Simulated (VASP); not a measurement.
# V (Fm-3m) in VASP: single point with PBEsol

Aim: the single point of V with PBEsol.

Everything below comes from runs of VASP 6.6.1. Logs are shortened: lines on timing, memory, paths and dates and some standing lists are left out, and cuts for length are marked.

## Step 1: The cell of the first run

Symmetry: Fm-3m, No. 225, cubic system. Conventional cell: a = 3.774 Å, b = 3.774 Å, c = 3.774 Å, α = 90.00°, β = 90.00°, γ = 90.00°. Within 3.5 Å of V (site symmetry m-3m) lie 12 V at 2.67 Å.

## Step 2: Single point, PBEsol

File INCAR:

```
  PREC = Accurate
  ENCUT = 520
  EDIFF = 1E-6
  ISMEAR = -1
  SIGMA = 0.13605693000000002
  LREAL = F
  LASPH = T
  NELM = 60
  ALGO = Normal
  ISIF = 2
  LWAVE = F
  LCHARG = F
  GGA = PS
  NBANDS = 12
```

File KPOINTS:

```
Automatic mesh
0
Gamma
  15 15 15
```

File POSCAR:

```
V
1.0
    0.0000000000      1.8871243935      1.8871243935
    1.8871243935      0.0000000000      1.8871243935
    1.8871243935      1.8871243935      0.0000000000
V
1
Direct
    0.0000000000      0.0000000000      0.0000000000
```

Potentials or basis: VASP PAW PBE potentials, release 64 (V_sv).

Launch:

```sh
> cat potpaw_PBE.64/V_sv/POTCAR > POTCAR
> mpirun -np 1 vasp_std > vasp.out
```

OUTCAR:

```text
PREC = Accurate
   ENCUT = 520
   EDIFF = 1E-6
   ISMEAR = -1
   LREAL = F
   LASPH = T
   NELM = 60
   ISIF = 2
   GGA = PS

 ion  position               nearest neighbor table
   1  0.000  0.000  0.000-

  LATTYP: Found a face centered cubic cell.
 ALAT       =     3.7742487870

  Lattice vectors:

 A1 = (   0.0000000000,   1.8871243935,   1.8871243935)
 A2 = (   1.8871243935,   0.0000000000,   1.8871243935)
 A3 = (   1.8871243935,   1.8871243935,   0.0000000000)

Analysis of symmetry for initial positions (statically):
=====================================================================
 Subroutine PRICEL returns:
 Original cell was already a primitive cell.

 Routine SETGRP: Setting up the symmetry group for a
 face centered cubic supercell.

 Subroutine GETGRP returns: Found 48 space group operations
 (whereof 48 operations were pure point group operations)
 out of a pool of 48 trial point group operations.

The static configuration has the point symmetry O_h .

Analysis of symmetry for dynamics (positions and initial velocities):
=====================================================================
 Subroutine PRICEL returns:
 Original cell was already a primitive cell.

 Routine SETGRP: Setting up the symmetry group for a
 face centered cubic supercell.

 Subroutine GETGRP returns: Found 48 space group operations
 (whereof 48 operations were pure point group operations)
 out of a pool of 48 trial point group operations.

The dynamic configuration has the point symmetry O_h .

 Subroutine INISYM returns: Found 48 space group operations
 (whereof 48 operations are pure point group operations),
 and found     1 'primitive' translations

----------------------------------------------------------------------------------------

                                     Primitive cell

  volume of cell :      13.4410

  direct lattice vectors                    reciprocal lattice vectors
     0.000000000  1.887124393  1.887124393    -0.264953387  0.264953387  0.264953387
     1.887124393  0.000000000  1.887124393     0.264953387 -0.264953387  0.264953387
     1.887124393  1.887124393  0.000000000     0.264953387  0.264953387 -0.264953387

  length of vectors
     2.668796911  2.668796911  2.668796911     0.458912728  0.458912728  0.458912728

  position of ions in fractional coordinates (direct lattice)
     0.000000000  0.000000000  0.000000000

  ion indices of the primitive-cell ions
   primitive index   ion index
                 1           1

----------------------------------------------------------------------------------------

 KPOINTS: Automatic mesh

Automatic generation of k-mesh.
 Grid dimensions read from file:
 generate k-points for:   15   15   15

 Generating k-lattice:

  Cartesian coordinates                     Fractional coordinates (reciprocal lattice)
    -0.017663559  0.017663559  0.017663559     0.066666667  0.000000000  0.000000000
     0.017663559 -0.017663559  0.017663559     0.000000000  0.066666667  0.000000000
     0.017663559  0.017663559 -0.017663559     0.000000000  0.000000000  0.066666667

  Length of vectors
     0.030594182  0.030594182  0.030594182

  Shift w.r.t. Gamma in fractional coordinates (k-lattice)
     0.000000000  0.000000000  0.000000000

 Subroutine IBZKPT returns following result:
 ===========================================

 Found    120 irreducible k-points:

 Following reciprocal coordinates:
            Coordinates               Weight
  0.000000  0.000000  0.000000      1.000000
  0.066667  0.000000  0.000000      8.000000
  0.133333  0.000000  0.000000      8.000000
  0.200000  0.000000  0.000000      8.000000
  0.266667  0.000000  0.000000      8.000000
  0.333333  0.000000  0.000000      8.000000
[... 16 lines left out ...]
  0.133333  0.133333  0.000000      6.000000
  0.200000  0.133333  0.000000     24.000000
 [... further k-points ...]
   k-points           NKPTS =    120   k-points in BZ     NKDIM =    120   number of bands    NBANDS=     12
   number of dos      NEDOS =    301   number of ions     NIONS =      1
   total plane-waves  NPLWV =   8000
   dimension x,y,z NGX =    20 NGY =   20 NGZ =   20
   dimension x,y,z NGXF=    40 NGYF=   40 NGZF=   40
   ions per type =               1
   NGX,Y,Z   is equivalent  to a cutoff of  12.46, 12.46, 12.46 a.u.
   NGXF,Y,Z  is equivalent  to a cutoff of  24.92, 24.92, 24.92 a.u.
 SYSTEM =  unknown system
   PREC   = accura    normal or accurate (medium, high low for compatibility)
   ISTART =      0    job   : 0-new  1-cont  2-samecut
   ICHARG =      2    charge: 1-file 2-atom 10-const
   ISPIN  =      1    spin polarized calculation?
   LNONCOLLINEAR =      F non collinear calculations
   LSORBIT =      F    spin-orbit coupling
   LASPH  =      T    aspherical Exc in radial PAW
   ENCUT  =  520.0 eV  38.22 Ry    6.18 a.u.   4.96  4.96  4.96*2*pi/ulx,y,z
   NELM   =     60;   NELMIN=  2; NELMDL= -5     # of ELM steps
   EDIFF  = 0.1E-05   stopping-criterion for ELM
   LREAL  =      F    real-space projection
   EDIFFG = 0.1E-04   stopping-criterion for IOM
   NSW    =      0    number of steps for IOM
   IBRION =     -1    ionic relax: 0-MD 1-quasi-New 2-CG
   NFREE  =      0    steps in history (QN), initial steepest desc. (CG)
   ISIF   =      2    stress and relaxation
   ISYM   =      2    0-nonsym 1-usesym 2-fastsym
   POTIM  = 0.5000    time-step for ionic-motion
   TEBEG  =    0.0;   TEEND  =   0.0 temperature during run
   PSTRESS=    0.0 pullay stress
   NELECT =      13.0000    total number of electrons
   NUPDOWN=      -1.0000    fix difference up-down
   EMIN   =  10.00;   EMAX   =-10.00  energy-range for DOS
   EFERMI =   0.00;   METHOD = LEGACY
   ISMEAR =    -1;   SIGMA  =   0.14  broadening in eV -4-tet -1-fermi 0-gaus
   EFERMI_NEDOS =   21; number of points for ismear=-14 and -15
   IALGO  =     38    algorithm
   IMIX   =      4    mixing-type and parameters
     AMIX     =   0.40;   BMIX     =  1.00
     AMIX_MAG =   1.60;   BMIX_MAG =  1.00
  volume/ion in A,a.u.               =      13.44        90.70
  Fermi-wavevector in a.u.,A,eV,Ry     =   1.618995  3.059456 35.662826  2.621144
  Thomas-Fermi vector in A             =   2.713167
   LORBIT       =      0    0 simple, 1 ext, 2 COOP (PROOUT), +10 PAW based schemes
   GGA     = PS    functional components
   LHFCALC =     F    Hartree Fock is set to
   AEXX    =    0.0000 exact exchange contribution
   IVDW    =     0    specifies the selected vdW correction
   LEPSILON=     F    determine dielectric tensor
   LRPA    =     F    only Hartree local field effects (RPA)
 non-spin polarized calculation
  energy-cutoff  :      520.00
  volume of cell :       13.44
 maximum number of plane-waves:       375
   NGX =  9   NGY =  9   NGZ =  9

 number of electron      13.0000009 magnetization

 Free energy of the ion-electron system (eV)
  ---------------------------------------------------
  ext. energy  EPLUGINS =         0.00000000
  ---------------------------------------------------
  free energy    TOTEN  =        -9.42224109 eV

  energy without entropy =       -9.31753618  energy(sigma->0) =       -9.36988864

 E-fermi :   9.9227     XC(G=0): -13.0700

 val. band max:        9.9171428633   @ k =  -0.2667   0.1333   0.0000
 cond. band min:       9.9308735770   @ k =   0.4000   0.2667   0.0667
 fundamental gap:      0.0137307137
 Fermi energy:         9.9227273566

 k-point     1 :       0.0000    0.0000    0.0000
  band No.  band energies     occupation
      1     -53.8673      2.00000
      2     -27.2739      2.00000
      3     -27.2739      2.00000
      4     -27.2739      2.00000
      5       2.9891      2.00000
      6      10.0922      0.44684
      7      10.0922      0.44683
      8      10.0922      0.44683
      9      11.9003      0.00000
     10      11.9003      0.00000
     11      27.7540      0.00000
     12      33.0508      0.00000

 k-point     2 :       0.0667    0.0000    0.0000
  band No.  band energies     occupation
      1     -53.8592      2.00000
      2     -27.3151      2.00000
      3     -27.2790      2.00000
      4     -27.2790      2.00000
      5       3.1596      2.00000
      6       9.9991      0.72651
      7      10.1523      0.31217
      8      10.1523      0.31217
      9      11.8638      0.00000
     10      11.8638      0.00000
     11      27.8701      0.00000
     12      31.7493      0.00000

 k-point     3 :       0.1333    0.0000    0.0000
  band No.  band energies     occupation
      1     -53.8363      2.00000
      2     -27.4306      2.00000
      3     -27.2934      2.00000
      4     -27.2934      2.00000
      5       3.6510      2.00000
      6       9.7594      1.53710
      7      10.2959      0.12100
      8      10.2959      0.12100
      9      11.7978      0.00000
     10      11.7978      0.00000
     11      27.9131      0.00000
     12      29.7362      0.00000

 k-point     4 :       0.2000    0.0000    0.0000
  band No.  band energies     occupation
      1     -53.8023      2.00000
      2     -27.5987      2.00000
      3     -27.3144      2.00000
      4     -27.3144      2.00000
      5       4.3964      2.00000
      6       9.4809      1.92515
      7      10.4026      0.05712
      8      10.4026      0.05712
      9      11.8345      0.00000
     10      11.8345      0.00000
     11      26.5670      0.00000
     12      28.8896      0.00000

 k-point     5 :       0.2667    0.0000    0.0000
  band No.  band energies     occupation
      1     -53.7631      2.00000
      2     -27.7886      2.00000
      3     -27.3385      2.00000
      4     -27.3385      2.00000
      5       5.2551      2.00000
      6       9.3276      1.97512
      7      10.3539      0.08071
      8      10.3539      0.08071
      9      12.0931      0.00000
     10      12.0931      0.00000
     11      24.4427      0.00000
     12      28.4454      0.00000

 k-point     6 :       0.3333    0.0000    0.0000
  band No.  band energies     occupation
      1     -53.7254      2.00000
      2     -27.9674      2.00000
      3     -27.3614      2.00000
      4     -27.3614      2.00000
      5       5.9800      2.00000
      6       9.5139      1.90560
      7      10.2009      0.22920
      8      10.2009      0.22920
      9      12.4967      0.00000
     10      12.4967      0.00000
     11      22.3621      0.00000
     12      27.8084      0.00000

 k-point     7 :       0.4000    0.0000    0.0000
  band No.  band energies     occupation
      1     -53.6957      2.00000
      2     -28.1052      2.00000
      3     -27.3792      2.00000
      4     -27.3792      2.00000
      5       6.3607      2.00000
      6      10.0496      0.56484
      7      10.0496      0.56484
      8      10.1101      0.40287
      9      12.8821      0.00000
     10      12.8821      0.00000
     11      20.5722      0.00000
     12      27.2310      0.00000

 k-point     8 :       0.4667    0.0000    0.0000
  band No.  band energies     occupation
      1     -53.6794      2.00000
      2     -28.1800      2.00000
      3     -27.3890      2.00000
      4     -27.3890      2.00000
      5       6.4763      2.00000
      6       9.9613      0.85928
      7       9.9613      0.85928
      8      10.7056      0.00632
      9      13.1146      0.00000
     10      13.1146      0.00000
     11      19.4443      0.00000
     12      26.9047      0.00000
[... 166 lines left out ...]
 k-point    20 :      -0.2000    0.0667    0.0000
  band No.  band energies     occupation
      1     -53.7839      2.00000
      2     -27.6678      2.00000
      3     -27.3604      2.00000
      4     -27.3123      2.00000
      5       4.8126      2.00000
      6       9.3187      1.97667
      7      10.3763      0.06887
      8      10.5066      0.02700
      9      11.5830      0.00001
     10      12.2259      0.00000
     11      25.9602      0.00000
     12      28.5159      0.00000

 k-point    21 :      -0.1333    0.0667    0.0000
  band No.  band energies     occupation
      1     -53.8196      2.00000
      2     -27.4978      2.00000
      3     -27.3312      2.00000
      4     -27.2924      2.00000
      5       4.0161      2.00000
      6       9.5744      1.85648
      7      10.3804      0.06690
      8      10.4144      0.05247
      9      11.5526      0.00001
     10      11.9980      0.00000
     11      27.7686      0.00000
     12      29.0001      0.00000

 k-point    22 :      -0.0667    0.0667    0.0000
  band No.  band energies     occupation
      1     -53.8462      2.00000
      2     -27.3723      2.00000
      3     -27.3024      2.00000
      4     -27.2806      2.00000
      5       3.4371      2.00000
      6       9.8405      1.29325
      7      10.2408      0.17611
      8      10.2632      0.15137
      9      11.7087      0.00000
     10      11.9200      0.00000
     11      28.0079      0.00000
     12      30.5934      0.00000

 k-point    23 :       0.1333    0.1333    0.0000
  band No.  band energies     occupation
      1     -53.8260      2.00000
      2     -27.4264      2.00000
      3     -27.3275      2.00000
      4     -27.3275      2.00000
      5       3.8645      2.00000
      6       9.5075      1.90976
      7      10.4910      0.03023
      8      10.4910      0.03023
      9      11.3385      0.00006
     10      12.0877      0.00000
     11      28.3646      0.00000
     12      30.3718      0.00000

 k-point    24 :       0.2000    0.1333    0.0000
  band No.  band energies     occupation
      1     -53.8007      2.00000
      2     -27.5355      2.00000
      3     -27.3546      2.00000
      4     -27.3473      2.00000
      5       4.4128      2.00000
      6       9.2287      1.98789
      7      10.6050      0.01319
      8      10.6848      0.00736
      9      11.2178      0.00015
     10      12.1876      0.00000
     11      28.1583      0.00000
     12      29.0843      0.00000

 [... further k-points ...]
[... 5 lines left out ...]
  --------------------------------------------------------------------------------------
  -------------------------------------------------------------------------------------
  Total       -0.0086900     -0.0086900     -0.0086900     -0.0000000      0.0000000      0.0000000
  in kB       -1.0358602     -1.0358602     -1.0358602     -0.0000000      0.0000000      0.0000000
  external PRESSURE =      -1.0358602 kB  Pullay stress =       0.0000000 kB

 VOLUME and BASIS-vectors are now :
 -----------------------------------------------------------------------------
  energy-cutoff  :      520.00
  volume of cell :       13.44
      direct lattice vectors                 reciprocal lattice vectors
     0.000000000  1.887124393  1.887124393    -0.264953387  0.264953387  0.264953387
     1.887124393  0.000000000  1.887124393     0.264953387 -0.264953387  0.264953387
     1.887124393  1.887124393  0.000000000     0.264953387  0.264953387 -0.264953387

 POSITION                                       TOTAL-FORCE (eV/Angst)
 -----------------------------------------------------------------------------------
      0.00000      0.00000      0.00000         0.000000      0.000000     -0.000000
 -----------------------------------------------------------------------------------
    total drift:                                0.000000      0.000000      0.000000

  FREE ENERGIE OF THE ION-ELECTRON SYSTEM (eV)
  ---------------------------------------------------
  free  energy   TOTEN  =        -9.4222410933 eV

  energy  without entropy=       -9.3175361786  energy(sigma->0) =       -9.36988864
```

It took 10 s on 1 thread of Intel Xeon Platinum 8375C at 2.90GHz (Ice Lake), shared host; peak memory 0.14 GiB.

Results:

| Property | Result |
| --- | --- |
| Free energy | -9.4222 eV |
| Pressure | -0.1 GPa |

Levels at points of the mesh, in eV from the Fermi level:
| k point | band 3 | band 4 | band 5 | band 6 | band 7 | band 8 | band 9 | band 10 |
| --- | --- | --- | --- | --- | --- | --- | --- | --- |
| (0.00, 0.00, 0.00) | -37.20 | -37.20 | -6.93 | 0.17 | 0.17 | 0.17 | 1.98 | 1.98 |

Caveat: the PAW data sets were made with another functional, which shifts forces and pressure a little.
